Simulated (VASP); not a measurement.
# Ge (P6_3/mmc) in VASP: notebook

The runs below take Ge through single point, relaxation of cell and atoms, with PBEsol.

All numbers are computed with VASP 6.6.1; they aren't measurements. Logs are shortened: lines on timing, memory, paths and dates and some standing lists are left out, and cuts for length are marked.

## 1. The cell of the first run

The structure is hexagonal, space group P6_3/mmc (No. 194). The conventional cell has a = 3.962 Å, b = 3.962 Å, c = 6.527 Å, α = 90.00°, β = 90.00°, γ = 120.00°. Within 3.2 Å of Ge (site symmetry 3m) lie 4 Ge at 2.43 to 2.44 Å.

This isn't the form of Ge at room conditions, which is diamond.

## 2. Single point, PBEsol

Input file INCAR:

```
SYSTEM = Ge
PREC     = Accurate       ! precision mode
ENCUT    = 520            ! plane-wave cutoff, eV
EDIFF    = 1E-6           ! SCF threshold, eV
ISMEAR   = -1             ! smearing method
SIGMA    = 0.05           ! smearing width, eV
LREAL    = .False.        ! projectors in reciprocal space
LASPH    = .True.         ! aspherical terms in the spheres
NELM     = 60             ! most SCF steps
ALGO     = Normal         ! electronic algorithm
ISIF     = 2              ! what is computed and relaxed
LWAVE    = .False.        ! write WAVECAR
LCHARG   = .False.        ! write CHGCAR
GGA      = PS             ! functional
NBANDS   = 36             ! bands
```

Input file KPOINTS:

```
regular mesh
0
Gamma
  8 8 4
  0 0 0
```

Input file POSCAR:

```
Ge
1.0
    3.9615993279      0.0000000000      0.0000000000
   -1.9807996640      3.4308456576      0.0000000000
    0.0000000000      0.0000000000      6.5269835267
Ge
4
Direct
    0.3333333333      0.6666666667      0.9371427210
    0.6666666667      0.3333333333      0.4371427210
    0.3333333333      0.6666666667      0.5628572790
    0.6666666667      0.3333333333      0.0628572790
```

Potentials or basis: VASP PAW PBE potentials, release 64 (Ge_d).

On the command line:

```sh
$ cat potpaw_PBE.64/Ge_d/POTCAR > POTCAR
$ mpirun -np 1 vasp_std > vasp.out
```

OUTCAR:

```text
SYSTEM = Ge
   PREC = Accurate
   ENCUT = 520
   EDIFF = 1E-6
   ISMEAR = -1
   LREAL = .False.
   LASPH = .True.
   NELM = 60
   ISIF = 2
   GGA = PS

 ion  position               nearest neighbor table
   1  0.333  0.667  0.937-   4 2.43   4 2.43   4 2.43   3 2.44
   2  0.667  0.333  0.437-   3 2.43   3 2.43   3 2.43   4 2.44
   3  0.333  0.667  0.563-   2 2.43   2 2.43   2 2.43   1 2.44
   4  0.667  0.333  0.063-   1 2.43   1 2.43   1 2.43   2 2.44

  LATTYP: Found a hexagonal cell.
 ALAT       =     3.9615993279
 C/A-ratio  =     1.6475627610

  Lattice vectors:

 A1 = (   3.9615993279,   0.0000000000,   0.0000000000)
 A2 = (  -1.9807996640,   3.4308456576,   0.0000000000)
 A3 = (   0.0000000000,   0.0000000000,   6.5269835267)

Analysis of symmetry for initial positions (statically):
=====================================================================
 Subroutine PRICEL returns:
 Original cell was already a primitive cell.

 Routine SETGRP: Setting up the symmetry group for a
 hexagonal supercell.

 Subroutine GETGRP returns: Found 24 space group operations
 (whereof 12 operations were pure point group operations)
 out of a pool of 24 trial point group operations.

The static configuration has the point symmetry D_3d.
 The point group associated with its full space group is D_6h.

Analysis of symmetry for dynamics (positions and initial velocities):
=====================================================================
 Subroutine PRICEL returns:
 Original cell was already a primitive cell.

 Routine SETGRP: Setting up the symmetry group for a
 hexagonal supercell.

 Subroutine GETGRP returns: Found 24 space group operations
 (whereof 12 operations were pure point group operations)
 out of a pool of 24 trial point group operations.

The dynamic configuration has the point symmetry D_3d.
 The point group associated with its full space group is D_6h.

 Subroutine INISYM returns: Found 24 space group operations
 (whereof 12 operations are pure point group operations),
 and found     1 'primitive' translations

----------------------------------------------------------------------------------------

                                     Primitive cell

  volume of cell :      88.7124

  direct lattice vectors                    reciprocal lattice vectors
     3.961599328  0.000000000  0.000000000     0.252423306  0.145736664  0.000000000
    -1.980799664  3.430845658  0.000000000     0.000000000  0.291473328  0.000000000
     0.000000000  0.000000000  6.526983527     0.000000000  0.000000000  0.153210131

  length of vectors
     3.961599328  3.961599328  6.526983527     0.291473328  0.291473328  0.153210131

  position of ions in fractional coordinates (direct lattice)
     0.333333333  0.666666667  0.937142721
     0.666666667  0.333333333  0.437142721
     0.333333333  0.666666667  0.562857279
     0.666666667  0.333333333  0.062857279

  ion indices of the primitive-cell ions
   primitive index   ion index
                 1           1
                 2           2
                 3           3
                 4           4

----------------------------------------------------------------------------------------

 KPOINTS: regular mesh

Automatic generation of k-mesh.
 Grid dimensions read from file:
 generate k-points for:    8    8    4

 Generating k-lattice:

  Cartesian coordinates                     Fractional coordinates (reciprocal lattice)
     0.031552913  0.018217083  0.000000000     0.125000000 -0.000000000  0.000000000
     0.000000000  0.036434166  0.000000000     0.000000000  0.125000000  0.000000000
     0.000000000  0.000000000  0.038302533     0.000000000  0.000000000  0.250000000

  Length of vectors
     0.036434166  0.036434166  0.038302533

  Shift w.r.t. Gamma in fractional coordinates (k-lattice)
     0.000000000  0.000000000  0.000000000

 Subroutine IBZKPT returns following result:
 ===========================================

 Found     30 irreducible k-points:

 Following reciprocal coordinates:
            Coordinates               Weight
  0.000000  0.000000  0.000000      1.000000
  0.125000 -0.000000  0.000000      6.000000
  0.250000 -0.000000  0.000000      6.000000
  0.375000 -0.000000  0.000000      6.000000
  0.500000 -0.000000  0.000000      3.000000
  0.125000  0.125000  0.000000      6.000000
[... 16 lines left out ...]
  0.250000 -0.000000  0.500000      6.000000
  0.375000 -0.000000  0.500000      6.000000
 [... further k-points ...]
   k-points           NKPTS =     30   k-points in BZ     NKDIM =     30   number of bands    NBANDS=     36
   number of dos      NEDOS =    301   number of ions     NIONS =      4
   total plane-waves  NPLWV =  45000
   dimension x,y,z NGX =    30 NGY =   30 NGZ =   50
   dimension x,y,z NGXF=    60 NGYF=   60 NGZF=  100
   ions per type =               4
   NGX,Y,Z   is equivalent  to a cutoff of  12.59, 12.59, 12.74 a.u.
   NGXF,Y,Z  is equivalent  to a cutoff of  25.18, 25.18, 25.47 a.u.
 SYSTEM =  Ge
   PREC   = accura    normal or accurate (medium, high low for compatibility)
   ISTART =      0    job   : 0-new  1-cont  2-samecut
   ICHARG =      2    charge: 1-file 2-atom 10-const
   ISPIN  =      1    spin polarized calculation?
   LNONCOLLINEAR =      F non collinear calculations
   LSORBIT =      F    spin-orbit coupling
   LASPH  =      T    aspherical Exc in radial PAW
   ENCUT  =  520.0 eV  38.22 Ry    6.18 a.u.   7.37  7.37 12.14*2*pi/ulx,y,z
   NELM   =     60;   NELMIN=  2; NELMDL= -5     # of ELM steps
   EDIFF  = 0.1E-05   stopping-criterion for ELM
   LREAL  =      F    real-space projection
[... 7 lines left out ...]
   TEBEG  =    0.0;   TEEND  =   0.0 temperature during run
   PSTRESS=    0.0 pullay stress
   NELECT =      56.0000    total number of electrons
   NUPDOWN=      -1.0000    fix difference up-down
   EMIN   =  10.00;   EMAX   =-10.00  energy-range for DOS
   EFERMI =   0.00;   METHOD = LEGACY
   ISMEAR =    -1;   SIGMA  =   0.05  broadening in eV -4-tet -1-fermi 0-gaus
   EFERMI_NEDOS =   21; number of points for ismear=-14 and -15
   IALGO  =     38    algorithm
   IMIX   =      4    mixing-type and parameters
     AMIX     =   0.40;   BMIX     =  1.00
     AMIX_MAG =   1.60;   BMIX_MAG =  1.00
  volume/ion in A,a.u.               =      22.18       149.67
  Fermi-wavevector in a.u.,A,eV,Ry     =   1.404352  2.653841 26.833486  1.972206
  Thomas-Fermi vector in A             =   2.526923
   LORBIT       =      0    0 simple, 1 ext, 2 COOP (PROOUT), +10 PAW based schemes
   GGA     = PS    functional components
   LHFCALC =     F    Hartree Fock is set to
   AEXX    =    0.0000 exact exchange contribution
   IVDW    =     0    specifies the selected vdW correction
   LEPSILON=     F    determine dielectric tensor
   LRPA    =     F    only Hartree local field effects (RPA)
 non-spin polarized calculation
  energy-cutoff  :      520.00
  volume of cell :       88.71
 maximum number of plane-waves:      2412
 NGX is ok and might be reduce to    30
   NGX = 15   NGY = 15   NGZ = 25

 number of electron      56.0000037 magnetization

 Free energy of the ion-electron system (eV)
  ---------------------------------------------------
  ext. energy  EPLUGINS =         0.00000000
  ---------------------------------------------------
  free energy    TOTEN  =       -19.66246597 eV

  energy without entropy =      -19.66126317  energy(sigma->0) =      -19.66186457

 E-fermi :   5.1884     XC(G=0): -10.2213

 val. band max:        5.0357188710   @ k =   0.0000   0.0000   0.0000
 cond. band min:       5.2423691469   @ k =   0.0000   0.0000   0.2500
 fundamental gap:      0.2066502759
 Fermi energy:         5.1884018063

 k-point     1 :       0.0000    0.0000    0.0000
  band No.  band energies     occupation
      1     -19.7717      2.00000
      2     -19.7717      2.00000
      3     -19.7324      2.00000
      4     -19.7299      2.00000
      5     -19.7299      2.00000
      6     -19.7179      2.00000
[... 28 lines left out ...]
     35       9.7128      0.00000
     36      11.1041      0.00000

 k-point     2 :       0.1250   -0.0000    0.0000
  band No.  band energies     occupation
      1     -19.7816      2.00000
      2     -19.7750      2.00000
      3     -19.7418      2.00000
      4     -19.7356      2.00000
      5     -19.7298      2.00000
      6     -19.7064      2.00000
[... 28 lines left out ...]
     35      10.4005      0.00000
     36      11.2017      0.00000

 k-point     3 :       0.2500   -0.0000    0.0000
  band No.  band energies     occupation
      1     -19.7920      2.00000
      2     -19.7797      2.00000
      3     -19.7565      2.00000
      4     -19.7450      2.00000
      5     -19.7254      2.00000
      6     -19.6940      2.00000
[... 28 lines left out ...]
     35      11.6501      0.00000
     36      12.0003      0.00000

 k-point     4 :       0.3750   -0.0000    0.0000
  band No.  band energies     occupation
      1     -19.7925      2.00000
      2     -19.7816      2.00000
      3     -19.7703      2.00000
      4     -19.7511      2.00000
      5     -19.7133      2.00000
      6     -19.6874      2.00000
[... 28 lines left out ...]
     35      12.1245      0.00000
     36      12.8055      0.00000

 k-point     5 :       0.5000   -0.0000    0.0000
  band No.  band energies     occupation
      1     -19.7875      2.00000
      2     -19.7818      2.00000
      3     -19.7795      2.00000
      4     -19.7531      2.00000
      5     -19.7041      2.00000
      6     -19.6857      2.00000
[... 655 lines left out ...]
 k-point    22 :       0.1250   -0.0000    0.5000
  band No.  band energies     occupation
      1     -19.7604      2.00000
      2     -19.7604      2.00000
      3     -19.7586      2.00000
      4     -19.7586      2.00000
      5     -19.7209      2.00000
      6     -19.7209      2.00000
[... 28 lines left out ...]
     35      10.5318      0.00000
     36      10.5318      0.00000

 k-point    23 :       0.2500   -0.0000    0.5000
  band No.  band energies     occupation
      1     -19.7661      2.00000
      2     -19.7661      2.00000
      3     -19.7646      2.00000
      4     -19.7646      2.00000
      5     -19.7173      2.00000
      6     -19.7173      2.00000
[... 28 lines left out ...]
     35      10.8763      0.00000
     36      10.8763      0.00000

 k-point    24 :       0.3750   -0.0000    0.5000
  band No.  band energies     occupation
      1     -19.7680      2.00000
      2     -19.7680      2.00000
      3     -19.7662      2.00000
      4     -19.7662      2.00000
      5     -19.7116      2.00000
      6     -19.7116      2.00000
[... 28 lines left out ...]
     35      12.6722      0.00000
     36      12.6722      0.00000

 [... further k-points ...]

------------------------ aborting loop because EDIFF is reached ----------------------------------------

  FORCE on cell =-STRESS in cart. coord.  units (eV):
  Direction    XX          YY          ZZ          XY          YZ          ZX
  --------------------------------------------------------------------------------------
  -------------------------------------------------------------------------------------
  Total        1.0643661      1.0643661      1.0480240     -0.0000000      0.0000000      0.0000000
  in kB       19.2228323     19.2228323     18.9276884     -0.0000000      0.0000000      0.0000000
  external PRESSURE =      19.1244510 kB  Pullay stress =       0.0000000 kB

 VOLUME and BASIS-vectors are now :
 -----------------------------------------------------------------------------
  energy-cutoff  :      520.00
  volume of cell :       88.71
      direct lattice vectors                 reciprocal lattice vectors
     3.961599328  0.000000000  0.000000000     0.252423306  0.145736664  0.000000000
    -1.980799664  3.430845658  0.000000000     0.000000000  0.291473328  0.000000000
     0.000000000  0.000000000  6.526983527     0.000000000  0.000000000  0.153210131

 POSITION                                       TOTAL-FORCE (eV/Angst)
 -----------------------------------------------------------------------------------
     -0.00000      2.28723      6.11672        -0.000000      0.000000      0.006057
      1.98080      1.14362      2.85322        -0.000000     -0.000000      0.006057
     -0.00000      2.28723      3.67376         0.000000      0.000000     -0.006057
      1.98080      1.14362      0.41027        -0.000000     -0.000000     -0.006057
 -----------------------------------------------------------------------------------
    total drift:                               -0.000000      0.000000     -0.000000

  FREE ENERGIE OF THE ION-ELECTRON SYSTEM (eV)
  ---------------------------------------------------
  free  energy   TOTEN  =       -19.6624659669 eV

  energy  without entropy=      -19.6612631676  energy(sigma->0) =      -19.66186457
```

Run time: 2.3 min. Hardware: 1 thread of Intel Xeon 8259CL, shared host; peak memory 0.23 GiB.

What came out:

| Item | Value |
| --- | --- |
| Free energy | -19.6625 eV |
| Pressure | 1.9 GPa |
| Largest force | 0.006 eV/Å |
| Band gap on the k mesh | zero (filled and empty bands touch) |

Forces in eV/Å, atoms in the order of the input:
```
Ge   0.000  0.000  0.006
Ge   0.000  0.000  0.006
Ge   0.000  0.000 -0.006
Ge   0.000  0.000 -0.006
```

Caveat: semilocal functionals underestimate gaps, and a narrow one can read as zero; the PAW data sets were made with another functional, which shifts forces and pressure a little.

## 3. Single point, PBEsol

This run uses another cell than the first one, of 22.82 Å³/atom.

Input file INCAR:

```
SYSTEM = Ge
  PREC = Accurate
  ENCUT = 520
  EDIFF = 1E-6
  ISMEAR = -1
  SIGMA = 0.05
  LREAL = .FALSE.
  LASPH = .TRUE.
  NELM = 100
  ALGO = Normal
  ISIF = 2
  LWAVE = .FALSE.
  LCHARG = .FALSE.
  GGA = PS
  NBANDS = 36
```

Input file KPOINTS:

```
Automatic mesh
0
G
  8 8 4
  0 0 0
```

Input file POSCAR:

```
Ge
1.0
    4.0002143269      0.0000000000      0.0000000000
   -2.0001071635      3.4642872276      0.0000000000
    0.0000000000      0.0000000000      6.5879557996
Ge
4
Direct
    0.3333333333      0.6666666667      0.9372402552
    0.6666666667      0.3333333333      0.4372402552
    0.3333333333      0.6666666667      0.5627597448
    0.6666666667      0.3333333333      0.0627597448
```

Potentials or basis: VASP PAW PBE potentials, release 64 (Ge_d).

On the command line:

```sh
$ cat potpaw_PBE.64/Ge_d/POTCAR > POTCAR
$ mpirun -np 1 vasp_std > vasp.out
```

It took 2.1 min on 1 thread of Intel Xeon 8259CL, shared host; peak memory 0.23 GiB.

The run converged. Its results:

| Item | Value |
| --- | --- |
| Free energy | -19.6777 eV |
| Pressure | -0.1 GPa |
| Band gap on the k mesh | 0.07 eV (least direct gap 0.15 eV) |

Levels at points of the mesh, in eV from the valence-band top:
| k point | band 25 | band 26 | band 27 | band 28 | band 29 | band 30 | band 31 | band 32 |
| --- | --- | --- | --- | --- | --- | --- | --- | --- |
| (0.00, 0.00, 0.00) | -1.47 | -0.13 | -0.12 | 0.00 | 0.15 | 0.15 | 2.26 | 2.26 |
| (0.50, 0.00, 0.00) | -4.58 | -3.06 | -2.81 | -1.42 | 0.48 | 1.64 | 3.53 | 3.71 |
| (0.00, 0.00, 0.50) | -0.84 | -0.84 | -0.84 | -0.84 | 0.65 | 0.65 | 3.37 | 3.37 |
| (0.50, 0.00, 0.50) | -2.52 | -2.52 | -2.40 | -2.40 | 0.50 | 0.50 | 2.09 | 2.09 |

Caveat: semilocal functionals underestimate gaps, and a narrow one can read as zero; the PAW data sets were made with another functional, which shifts forces and pressure a little. A k mesh can miss the band edges.

(Part 1 of 3 ends here.)

The gap in the log of VASP goes by the Fermi energy; the results here count the filled bands.